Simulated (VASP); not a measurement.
Set up this calculation in VASP 6.6.1, as the native input.

```
Task                   : relaxation of cell and atoms
Functional             : PBE
Dispersion             : D3(BJ)
Potentials or basis    : VASP PAW PBE potentials, release 64 (Re)
Cutoff                 : 600 eV
k mesh                 : 18 × 18 × 6
Occupations            : gaussian, width 0.1 eV
Spin                   : no spin polarisation
Dipole correction      : no
Further INCAR settings : ALGO = Fast; EDIFF = 1e-06; IBRION = 2; EDIFFG = -0.005; NSW = 100; ISIF = 3
```

The structure of Re lies in POSCAR:

```
Re
1.0
    2.7663873939      0.0000000000      0.0000000000
   -1.3831936969      2.3957617598      0.0000000000
    0.0000000000      0.0000000000      8.9388451600
Re
4
Direct
    0.0000000000      0.0000000000      0.0000000000
    0.3333333300      0.6666666700      0.2500000000
    0.0000000000      0.0000000000      0.5000000000
    0.6666666700      0.3333333300      0.7500000000
```

One way to write it, as run:

INCAR

```
PREC = Accurate ; ENCUT = 600
EDIFF = 1E-6 ; ISMEAR = 0
SIGMA = 0.1 ; LREAL = False
LASPH = True ; NELM = 100
ALGO = Fast ; ISIF = 3
LWAVE = False ; LCHARG = False
GGA = PE ; IVDW = 12
IBRION = 2 ; NSW = 100
EDIFFG = -0.005
```

KPOINTS

```
Automatic mesh
0
Gamma
  18 18 6
```

Potentials or basis: VASP PAW PBE potentials, release 64 (Re).

The run is started by

```bash
$ cat potpaw_PBE.64/Re/POTCAR > POTCAR
$ mpirun -np 1 vasp_std > vasp.out
```

It gave:

```yaml
Relaxed_volume: 14.64 Å³/atom
Relaxed_cell: a = 2.758 Å, b = 2.758 Å, c = 8.890 Å, α = 90.00°, β = 90.00°, γ = 120.00°
Space_group_after_relaxing_to_0.1_Å: P6_3/mmc (No. 194)
Energy_gained_by_relaxing: 2.7 meV/atom
Ionic_steps: 10
Pressure_after_relaxing: 0.0 GPa
Dispersion_energy_per_atom: -0.659 eV
```

Caveat: the highest band is partly filled, so the run has too few bands.

Wall time 49 min on 1 thread of Intel Xeon 8259CL, with other jobs on the host, peak memory 0.36 GiB.
